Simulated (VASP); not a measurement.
## Si4N: single point with PBE

Si4N:

```xyz
10
Lattice="7.0778 0.0000 0.0000 -3.5389 6.1296 0.0000 0.0000 0.0000 4.8564" Properties=species:S:1:pos:R:3 pbc="T T T"
Si    1.9973    1.1532    0.0000
Si    5.0805    1.1531    0.0000
Si    3.5390    3.8232    0.0000
Si    0.0000    2.3064    0.0000
Si   -1.5416    4.9764    0.0000
Si    1.5415    4.9764    0.0000
Si    0.0000    0.0000    1.2856
Si    0.0000    0.0000    3.5708
N     0.0000    4.0864    0.0000
N     3.5389    2.0432    0.0000
```

```
Program             : VASP 6.6.1
Task                : single point
Functional          : PBE
Potentials or basis : VASP PAW PBE potentials, release 64 (Si, N)
Cutoff              : 520 eV
k mesh              : 3 × 3 × 3
Occupations         : gaussian, width 0.2 eV
Spin                : no spin polarisation
```

| Quantity | Value |
| --- | --- |
| Pressure | 0.1 GPa |
| Largest force | 0.016 eV/Å |
| Band gap on the k mesh | zero (band 21 reaches 5.02 eV, above the bottom of band 22 at 4.72 eV) |

Forces on the atoms (eV/Å):
```
Si  -0.014 -0.009  0.000
Si   0.014 -0.007  0.000
Si  -0.001  0.016  0.000
Si  -0.001 -0.016  0.000
Si  -0.014  0.009  0.000
Si   0.014  0.007  0.000
Si   0.000  0.000 -0.005
Si   0.000  0.000  0.005
N    0.000  0.000  0.000
N    0.000  0.000  0.000
```

Stress tensor (GPa, compression positive):
```
0.13 0.00 0.00
0.00 0.13 0.00
0.00 0.00 0.03
```

Levels at points of the mesh, in eV from the Fermi level:
```tsv
k point	band 18	band 19	band 20	band 21	band 22	band 23	band 24	band 25
(0.00, 0.00, 0.00)	-2.80	-2.80	-0.58	-0.35	-0.35	0.09	0.09	0.21
```

Run time: 66 s on 1 thread of Intel(R) Xeon(R) 6975P-C (Granite Rapids), on a shared host, peak memory 0.3 GiB.

Caveat: the k points lie up to 0.43 Å⁻¹ apart.
